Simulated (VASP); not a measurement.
Here is a VASP 6.6.1 calculation.

INCAR

```
PREC     = Accurate       # precision mode
ENCUT    = 520            # plane-wave cutoff, eV
EDIFF    = 1E-6           # SCF threshold, eV
ISMEAR   = 0              # smearing method
SIGMA    = 0.05           # smearing width, eV
LREAL    = False          # projectors in reciprocal space
LASPH    = True           # aspherical terms in the spheres
NELM     = 150            # most SCF steps
ALGO     = Normal         # electronic algorithm
ISIF     = 2              # what is computed and relaxed
LWAVE    = False          # write WAVECAR
LCHARG   = False          # write CHGCAR
ISPIN    = 2              # spin polarisation
MAGMOM   = 0.5 0.5 0.5 0.5 # initial moments
LORBIT   = 11             # projections on sites
LMAXMIX  = 4              # l up to which the mixer works
GGA      = PE             # functional
NBANDS   = 34             # bands
```

KPOINTS

```
Automatic mesh
0
Gamma
  1 1 12
```

POSCAR

```
Au
1.0
   11.8000000000      0.0000000000      0.0000000000
    0.0000000000      9.3000000000      0.0000000000
    0.0000000000      0.0000000000      5.2788636571
Au
4
Direct
    0.3874252982      0.5000000000      0.0000000000
    0.3874252982      0.5000000000      0.5000000000
    0.6125747018      0.5000000000      0.0000000000
    0.6125747018      0.5000000000      0.5000000000
```

Potentials or basis: VASP PAW PBE potentials, release 64 (Au).

Command:

```console
$ cat potpaw_PBE.64/Au/POTCAR > POTCAR
$ mpirun -np 1 vasp_std > vasp.out
```

(1) Predict the largest force.

(2) Estimate the band gap on the k mesh.

## Answers

(1) 0.007 eV/Å.

(2) 0.18 eV.

Caveat: spin-orbit coupling is left out, which moves the levels of the heavy elements.
